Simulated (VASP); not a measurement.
Set up this calculation in VASP 6.6.1, as the native input.

```yaml
Task: single point
Functional: r2SCAN
Potentials_or_basis: VASP PAW PBE potentials, release 64 (Ga_d, Sb_d_GW)
Cutoff: 550 eV
k_mesh: 6 × 6 × 6
Occupations: fermi-dirac, width 0.02 eV
Spin: no spin polarisation
Dipole_correction: no
Second_run: valence_matched
Further_INCAR_settings: ALGO = Normal; EDIFF = 1e-06; NBANDS = 21
```

The system is GaSb.

```xyz
2
Lattice="0.0000 3.0962 3.0962 3.0962 0.0000 3.0962 3.0962 3.0962 0.0000" Properties=species:S:1:pos:R:3 pbc="T T T"
Ga    0.0000    0.0000    0.0000
Sb    1.5481    1.5481    1.5481
```

This cell differs from its parent crystal: volume changed by +3%.

The input as run:

POSCAR

```
GaSb
1.0
    0.0000000000      3.0962360099      3.0962360099
    3.0962360099      0.0000000000      3.0962360099
    3.0962360099      3.0962360099      0.0000000000
Ga Sb
1 1
Direct
    0.0000000000      0.0000000000      0.0000000000
    0.2500000000      0.2500000000      0.2500000000
```

INCAR.step1

```
SYSTEM = GaSb
PREC = Accurate
ENCUT = 550
ISMEAR = -1
SIGMA = 0.02
LREAL = .False.
LASPH = .True.
NELM = 120
NBANDS = 21
GGA = PE
ALGO = Normal
EDIFF = 1E-5
LWAVE = .True.
LCHARG = .False.
GGA_COMPAT = .False.
```

INCAR.step2

```
SYSTEM = GaSb
PREC = Accurate
ENCUT = 550
EDIFF = 1E-6
ISMEAR = -1
SIGMA = 0.02
LREAL = .False.
LASPH = .True.
NELM = 120
ALGO = Normal
ISIF = 2
LWAVE = .False.
LCHARG = .False.
METAGGA = R2SCAN
LMIXTAU = .True.
NBANDS = 21
ISTART = 1
GGA_COMPAT = .False.
```

KPOINTS

```
regular mesh
0
Gamma
  6 6 6
  0 0 0
```

Potentials or basis: VASP PAW PBE potentials, release 64 (Ga_d, Sb_d_GW).

Run with:

```bash
$ cat potpaw_PBE.64/Ga_d/POTCAR potpaw_PBE.64/Sb_d_GW/POTCAR > POTCAR
$ cp INCAR.step1 INCAR
$ mpirun -np 1 vasp_std > vasp.out
$ cp INCAR.step2 INCAR
$ mpirun -np 1 vasp_std > vasp.out
```

It gave:

```
Pressure               : -1.5 GPa
Band gap on the k mesh : 0.17 eV, direct
```

Caveat: the PAW data sets were made with another functional, which shifts forces and pressure a little; spin-orbit coupling is left out, which moves the levels of the heavy elements.

Run time: 100 s on 1 thread of AMD EPYC 9R45 96-Core Processor (Zen 5), with other jobs on the host, peak memory 0.2 GiB.
